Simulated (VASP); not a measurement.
# TiTe2 (P-3m1) in VASP: vibrations by perturbation theory with PBE

Aim: the vibrations by perturbation theory of TiTe2 with PBE.

Everything below comes from runs of VASP 6.6.1. Logs are shortened: lines on timing, memory, paths and dates and some standing lists are left out, and cuts for length are marked.

### Step 1. The cell of the first run

Symmetry: P-3m1, No. 164, trigonal system. Conventional cell: a = 3.766 Å, b = 3.766 Å, c = 6.919 Å, α = 90.00°, β = 90.00°, γ = 120.00°. Within 3.8 Å of Ti (site symmetry -3m) lie 6 Te at 2.78 Å and 6 Ti at 3.77 Å. Te (site symmetry 3m) has 3 Ti at 2.78 Å and 6 Te at 3.77 Å within 3.8 Å.

### Step 2. Vibrations by perturbation theory, PBE

The input, INCAR:

```
ALGO = Normal
EDIFF = 1E-8
ENCUT = 520
GGA = PE
IBRION = 8
ISIF = 2
ISMEAR = -1
LASPH = True
LCHARG = False
LREAL = False
LWAVE = False
NELM = 80
NSW = 1
PREC = Accurate
SIGMA = 0.15
```

The input, KPOINTS:

```
k-points
0
Gamma
  12 12 8
```

The input, POSCAR:

```
TiTe2
1.0
    3.7664405830      0.0000000000      0.0000000000
   -1.8832202915      3.2618332267      0.0000000000
    0.0000000000      0.0000000000      6.9190239185
Ti Te
1 2
Direct
    0.0000000000      0.0000000000      0.0000000000
    0.6666666667      0.3333333333      0.2506681565
    0.3333333333      0.6666666667      0.7493318435
```

Potentials or basis: VASP PAW PBE potentials, release 64 (Ti_sv, Te).

Command:

```sh
> cat potpaw_PBE.64/Ti_sv/POTCAR potpaw_PBE.64/Te/POTCAR > POTCAR
> mpirun -np 1 vasp_std > vasp.out
```

OUTCAR:

```text
EDIFF = 1E-8
   ENCUT = 520
   GGA = PE
   IBRION = 8
   ISIF = 2
   ISMEAR = -1
   LASPH = True
   LREAL = False
   NELM = 80
   NSW = 1
   PREC = Accurate

 ion  position               nearest neighbor table
   1  0.000  0.000  0.000-   2 2.78   3 2.78   3 2.78   2 2.78   2 2.78   3 2.78
   2  0.667  0.333  0.251-   1 2.78   1 2.78   1 2.78
   3  0.333  0.667  0.749-   1 2.78   1 2.78   1 2.78

  LATTYP: Found a hexagonal cell.
 ALAT       =     3.7664405830
 C/A-ratio  =     1.8370192669

  Lattice vectors:

 A1 = (   3.7664405830,   0.0000000000,   0.0000000000)
 A2 = (  -1.8832202915,   3.2618332267,   0.0000000000)
 A3 = (   0.0000000000,   0.0000000000,   6.9190239185)

Analysis of symmetry for initial positions (statically):
=====================================================================
 Subroutine PRICEL returns:
 Original cell was already a primitive cell.

 Routine SETGRP: Setting up the symmetry group for a
 hexagonal supercell.

 Subroutine GETGRP returns: Found 12 space group operations
 (whereof 12 operations were pure point group operations)
 out of a pool of 24 trial point group operations.

The static configuration has the point symmetry D_3d.

Analysis of symmetry for dynamics (positions and initial velocities):
=====================================================================
 Subroutine PRICEL returns:
 Original cell was already a primitive cell.

 Routine SETGRP: Setting up the symmetry group for a
 hexagonal supercell.

 Subroutine GETGRP returns: Found 12 space group operations
 (whereof 12 operations were pure point group operations)
 out of a pool of 24 trial point group operations.

The dynamic configuration has the point symmetry D_3d.

 Subroutine INISYM returns: Found 12 space group operations
 (whereof 12 operations are pure point group operations),
 and found     1 'primitive' translations

----------------------------------------------------------------------------------------

                                     Primitive cell

  volume of cell :      85.0037

  direct lattice vectors                    reciprocal lattice vectors
     3.766440583  0.000000000  0.000000000     0.265502662  0.153288033  0.000000000
    -1.883220292  3.261833227  0.000000000     0.000000000  0.306576066  0.000000000
     0.000000000  0.000000000  6.919023918     0.000000000  0.000000000  0.144529057

  length of vectors
     3.766440583  3.766440583  6.919023918     0.306576066  0.306576066  0.144529057

  position of ions in fractional coordinates (direct lattice)
     0.000000000  0.000000000  0.000000000
     0.666666667  0.333333333  0.250668156
     0.333333333  0.666666667  0.749331844

  ion indices of the primitive-cell ions
   primitive index   ion index
                 1           1
                 2           2
                 3           3

----------------------------------------------------------------------------------------

 KPOINTS: k-points

Automatic generation of k-mesh.
 Grid dimensions read from file:
 generate k-points for:   12   12    8

 Generating k-lattice:

  Cartesian coordinates                     Fractional coordinates (reciprocal lattice)
     0.022125222  0.012774003  0.000000000     0.083333333  0.000000000  0.000000000
     0.000000000  0.025548006  0.000000000     0.000000000  0.083333333  0.000000000
     0.000000000  0.000000000  0.018066132     0.000000000  0.000000000  0.125000000
[... 95 lines left out ...]

 number of electron      24.0000001 magnetization

 Free energy of the ion-electron system (eV)
  ---------------------------------------------------
  ext. energy  EPLUGINS =         0.00000000
  ---------------------------------------------------
  free energy    TOTEN  =       -16.27310298 eV

  energy without entropy =      -16.15947032  energy(sigma->0) =      -16.21628665

 E-fermi :   6.1110     XC(G=0):  -9.5372

 val. band max:        6.1071297024   @ k =   0.0000   0.0000   0.0000
 cond. band min:       6.1238569851   @ k =   0.5000  -0.0000   0.1250
 fundamental gap:      0.0167272827
 Fermi energy:         6.1109681554

 k-point     1 :       0.0000    0.0000    0.0000
  band No.  band energies     occupation
      1     -51.3379      2.00000
      2     -27.5917      2.00000
      3     -27.5917      2.00000
      4     -27.5510      2.00000
      5      -6.0472      2.00000
      6      -4.8841      2.00000
[... 433 lines left out ...]
      3     -27.5941      2.00000
      4     -27.5486      2.00000
      5      -5.7210      2.00000
      6      -4.7578      2.00000
[... 8 lines left out ...]
     15       7.4702      0.00023
     16       8.6936      0.00000

 [... further k-points ...]

------------------------ aborting loop because EDIFF is reached ----------------------------------------

  FORCE on cell =-STRESS in cart. coord.  units (eV):
  Direction    XX          YY          ZZ          XY          YZ          ZX
  --------------------------------------------------------------------------------------
  -------------------------------------------------------------------------------------
  Total       -0.0041001     -0.0041001      0.0044386      0.0000000      0.0000000      0.0000000
  in kB       -0.0772797     -0.0772797      0.0836610      0.0000000      0.0000000      0.0000000
  external PRESSURE =      -0.0236328 kB  Pullay stress =       0.0000000 kB

 VOLUME and BASIS-vectors are now :
 -----------------------------------------------------------------------------
  energy-cutoff  :      520.00
  volume of cell :       85.00
      direct lattice vectors                 reciprocal lattice vectors
     3.766440583  0.000000000  0.000000000     0.265502662  0.153288033  0.000000000
    -1.883220292  3.261833227  0.000000000     0.000000000  0.306576066  0.000000000
     0.000000000  0.000000000  6.919023918     0.000000000  0.000000000  0.144529057

 POSITION                                       TOTAL-FORCE (eV/Angst)
 -----------------------------------------------------------------------------------
      0.00000      0.00000      0.00000        -0.000000      0.000000      0.000000
      1.88322      1.08728      1.73438        -0.000000      0.000000      0.009034
     -0.00000      2.17456      5.18464         0.000000     -0.000000     -0.009034
 -----------------------------------------------------------------------------------
    total drift:                                0.000000      0.000000      0.000000

  FREE ENERGIE OF THE ION-ELECTRON SYSTEM (eV)
  ---------------------------------------------------
  free  energy   TOTEN  =       -16.2731029759 eV

  energy  without entropy=      -16.1594703205  energy(sigma->0) =      -16.21628665

[... ionic steps 2 to 3 ...]

--------------------------------------- Ionic step        4  -------------------------------------------

------------------------ aborting loop because EDIFF is reached ----------------------------------------
[... 11 lines left out ...]
[... ionic steps 8 to 8 ...]

--------------------------------------- Ionic step        9  -------------------------------------------

 Free energy of the ion-electron system (eV)
  ---------------------------------------------------
  ---------------------------------------------------
  free energy    TOTEN  =        -0.06500697 eV

  energy without entropy =       -0.06498908

------------------------ aborting loop because EDIFF is reached ----------------------------------------

 INTERNAL STRAIN TENSOR  FOR ION    2  DIRECTION 3   (eV/Angst):
 -----------------------------------------------------------------------------
    -6.73794 -0.00000 -0.00000
     0.00000 -6.73794 -0.00000
    -0.00000 -0.00000-13.10985

 INTERNAL STRAIN TENSOR FOR ION    3 for displacements in x,y,z  (eV/Angst):
          X           Y           Z          XY          YZ          ZX
  --------------------------------------------------------------------------------
  x     0.00000     0.00000     0.00000     1.97043     0.00000     5.85817
  y     1.97043    -1.97043    -0.00000     0.00000     6.94927     0.00000
  z     6.73794     6.73794    13.10985     0.00000     0.00000    -0.00000

 SECOND DERIVATIVES (NOT SYMMETRIZED)
 ------------------------------------
               1X          1Y          1Z          2X          2Y          2Z          3X          3Y          3Z
  1X    -3.948495    0.000000    0.000000    1.974247    0.000000    0.000000    1.974247    0.000000    0.000000
  1Y     0.000000   -3.948495    0.000000    0.000000    1.974247    0.000000    0.000000    1.974247    0.000000
  1Z     0.000000    0.000000   -9.728929    0.000000    0.000000    4.864465    0.000000    0.000000    4.864465
  2X     1.960406    0.000000    0.000000   -3.041877    0.000000    0.000000    1.081471    0.000000    0.000000
  2Y     0.000000    1.960406   -0.000000    0.000000   -3.041877    0.000000    0.000000    1.081471    0.000000
  2Z     0.000000   -0.000000    4.836190    0.000000    0.000000   -6.644377   -0.000000    0.000000    1.808187
  3X     1.960406    0.000000    0.000000    1.081471    0.000000    0.000000   -3.041877    0.000000    0.000000
  3Y     0.000000    1.960406   -0.000000    0.000000    1.081471    0.000000    0.000000   -3.041877    0.000000
  3Z     0.000000   -0.000000    4.836190   -0.000000    0.000000    1.808187    0.000000    0.000000   -6.644377

 Eigenvectors and eigenvalues of the dynamical matrix
 ----------------------------------------------------

   1 f  =    7.676182 THz    48.230871 2PiTHz  256.049857 cm-1    31.746122 meV
             X         Y         Z           dx          dy          dz
      0.000000  0.000000  0.000000    -0.000000    0.000000   -0.918039
      1.883220  1.087278  1.734379     0.000000   -0.000000    0.280361
     -0.000000  2.174555  5.184645     0.000000   -0.000000    0.280361
[... 43 lines left out ...]
   9 f/i=    0.008144 THz     0.051170 2PiTHz    0.271653 cm-1     0.033681 meV
             X         Y         Z           dx          dy          dz
      0.000000  0.000000  0.000000     0.000000    0.000000   -0.396491
      1.883220  1.087278  1.734379     0.000000   -0.000000   -0.649151
     -0.000000  2.174555  5.184645     0.000000    0.000000   -0.649151

--------------------------------------------------------------------------------------------------------

 ELASTIC MODULI CONTR FROM IONIC RELAXATION (kBar)
 Direction    XX          YY          ZZ          XY          YZ          ZX
 --------------------------------------------------------------------------------
 XX        -237.9695   -166.9782   -393.9484     -0.0000   -125.1854     -0.0000
 YY        -166.9782   -237.9695   -393.9484      0.0000    125.1854      0.0000
 ZZ        -393.9484   -393.9484   -766.4957      0.0000     -0.0000      0.0000
 XY          -0.0000      0.0000      0.0000    -35.4957     -0.0000   -105.5301
 YZ        -125.1854    125.1854     -0.0000     -0.0000   -441.5011     -0.0000
 ZX          -0.0000      0.0000      0.0000   -105.5301     -0.0000   -313.7453
 --------------------------------------------------------------------------------
```

Wall time 83 min (1 thread of Oxide Virtual Turin-like, shared host); peak memory 1.6 GiB.

What came out:

```yaml
Highest_phonon_frequency_at_Γ_LO-TO_splitting_left_out: 256 cm⁻¹
```

Phonon frequencies in cm⁻¹ (negative: imaginary):
| q point | frequencies |
| --- | --- |
| (0.000, 0.000, 0.000) | 0 0 0 94 94 134 163 163 256 |

Caveat: spin-orbit coupling is left out, which moves the levels of the heavy elements; this functional lacks dispersion, which binds layers or chains, so the pressure and a relaxed spacing across them are unreliable.
